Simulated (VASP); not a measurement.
Runs of VASP 6.6.1 on InSb3. The structure is that of space group P4/mmm (No. 123), or close to it. The cells are those of the table. 

| cell | gap on the mesh (eV) | pressure (GPa) |
| --- | --- | --- |
| a = 4.588, b = 4.588, c = 4.875 Å, 4 atoms | none | 5.1 |
| a = 4.632, b = 4.632, c = 4.922 Å, 4 atoms | none | 3.1 |
| a = 4.823, b = 4.823, c = 4.539 Å, 4 atoms | none | 3.1 |
| a = 5.204, b = 5.204, c = 4.338 Å, 4 atoms | none | -2.7 |
| a = 4.998, b = 4.998, c = 4.704 Å, 4 atoms | none | -2.4 |
| a = 4.449, b = 4.449, c = 5.336 Å, 4 atoms | none | (b) |
| a = 5.069, b = 5.069, c = 4.226 Å, 4 atoms | none | (c) |
| a = 5.013, b = 5.013, c = 4.440 Å, 4 atoms | none | -0.2 |
| a = 5.115, b = 5.115, c = 4.264 Å, 4 atoms | none | (a) |
| a = 4.496, b = 4.496, c = 5.076 Å, 4 atoms | none | 5.1 |
| a = 4.759, b = 4.759, c = 5.057 Å, 4 atoms | none | -1.3 |
| a = 4.718, b = 4.718, c = 5.012 Å, 4 atoms | none | -0.1 |

Alike in all rows: task single point; level PBE; potentials or basis VASP PAW PBE potentials, release 64 (In_d, Sb); no spin polarisation; k mesh 10 × 10 × 10; cutoff (eV) 520; smearing gaussian 0.15 eV.

**Question.** Fill in the values left out.

**Answer.** (a) -0.4; (b) 3.3; (c) 1.0.

Caveats: spin-orbit coupling is left out, which moves the levels of the heavy elements.

A k mesh can miss the band edges, and the runs leave out spin-orbit coupling on In, Sb.

A gap of «none» marks levels without a gap at the run's occupations.
